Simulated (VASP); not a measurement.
Write the native input for VASP 6.6.1 that does the following.

```yaml
Task: single point
Functional: r2SCAN
Potentials_or_basis: VASP PAW PBE potentials, release 64 (Cs_sv, Zn, As)
Cutoff: 520 eV
k_mesh: 6 × 6 × 6
Occupations: fermi-dirac, width 0.1 eV
Spin: no spin polarisation
Dipole_correction: no
Further_INCAR_settings: ALGO = Normal; EDIFF = 1e-06; NBANDS = 51
```

The system is Cs2ZnAs2.

```
Cs Zn As
1.0
     0.00000    0.00000    6.73121
     7.12233    0.00000    0.00000
     3.56116    6.90938   -3.36561
Cs Zn As
4 2 4
Direct
  0.35970 0.83148 0.71940
  0.64030 0.16852 0.28060
  0.14030 0.55088 0.28060
  0.85970 0.44912 0.71940
  0.25000 0.00000 0.00000
  0.75000 0.00000 0.00000
  0.10649 0.09359 0.21298
  0.89351 0.90641 0.78702
  0.39351 0.30657 0.78702
  0.60649 0.69343 0.21298
```

The input as run:

POSCAR

```
Cs2ZnAs2
1.0
    0.0000000000      0.0000000000      6.7312140000
    7.1223310000      0.0000000000      0.0000000000
    3.5611650000      6.9093780000     -3.3656070000
Cs Zn As
4 2 4
Direct
    0.3597000000      0.8314800000      0.7194000000
    0.6403000000      0.1685200000      0.2806000000
    0.1403000000      0.5508800000      0.2806000000
    0.8597000000      0.4491200000      0.7194000000
    0.2500000000      0.0000000000      0.0000000000
    0.7500000000      0.0000000000      0.0000000000
    0.1064900000      0.0935900000      0.2129800000
    0.8935100000      0.9064100000      0.7870200000
    0.3935100000      0.3065700000      0.7870200000
    0.6064900000      0.6934300000      0.2129800000
```

INCAR.step1

```
  PREC = Accurate
  ENCUT = 520
  ISMEAR = -1
  SIGMA = 0.1
  LREAL = False
  LASPH = True
  NELM = 80
  NBANDS = 51
  GGA = PE
  ALGO = Normal
  EDIFF = 1E-4
  LWAVE = True
  LCHARG = False
  KPAR = 4
```

INCAR.step2

```
  PREC = Accurate
  ENCUT = 520
  EDIFF = 1E-6
  ISMEAR = -1
  SIGMA = 0.1
  LREAL = False
  LASPH = True
  NELM = 80
  ALGO = Normal
  ISIF = 2
  LWAVE = False
  LCHARG = False
  METAGGA = R2SCAN
  LMIXTAU = True
  NBANDS = 51
  ISTART = 1
  KPAR = 4
```

KPOINTS

```
regular mesh
0
Gamma
  6 6 6
```

Potentials or basis: VASP PAW PBE potentials, release 64 (Cs_sv, Zn, As).

Launch:

```console
$ cat potpaw_PBE.64/Cs_sv/POTCAR potpaw_PBE.64/Zn/POTCAR potpaw_PBE.64/As/POTCAR > POTCAR
$ cp INCAR.step1 INCAR
$ mpirun -np 4 vasp_std > vasp.out
$ cp INCAR.step2 INCAR
$ mpirun -np 4 vasp_std > vasp.out
```

It gave:

```yaml
Pressure: 1.9 GPa
Largest_force: 1.479 eV/Å
Band_gap_on_the_k_mesh: zero (bands 40 and 41 overlap by 0.51 eV)
```

Caveat: the PAW data sets were made with another functional, which shifts forces and pressure a little; spin-orbit coupling is left out, which moves the levels of the heavy elements.

Wall time 9.9 min on 4 MPI ranks on AMD EPYC 9R45 96-Core Processor (Zen 5), on a shared host, peak memory 0.9 GiB a rank.
